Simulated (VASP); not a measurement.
The system is NaF.

```
Na F
1.0
     2.79349    0.00000    0.00000
     0.00000    2.79349    0.00000
     0.00000    0.00000    2.79349
Na F
1 1
Direct
  0.00000 0.00000 0.00000
  0.50000 0.50000 0.50000
```

Base run:

| Property | Result |
| --- | --- |
| Program | VASP 6.6.1 |
| Functional | HSE06 |
| Potentials or basis | VASP PAW PBE potentials, release 64 (Na_pv, F) |
| Cutoff | 520 eV |
| k mesh | 6 × 6 × 6 |
| Occupations | gaussian, width 0.01 eV |
| Spin | no spin polarisation |

Its results: band gap on the k mesh 8.30 eV (least direct gap 8.65 eV); pressure 1.9 GPa.

Question: After a change of settings the same cell gave: band gap on the k mesh 7.12 eV (least direct gap 7.45 eV); pressure -0.8 GPa. Which change was it?
A. functional from HSE06 to PBE
B. functional from HSE06 to PBE0
C. functional from HSE06 to r2SCAN

Answer: C.

Caveats: the PAW data sets were made with another functional, which shifts forces and pressure a little.
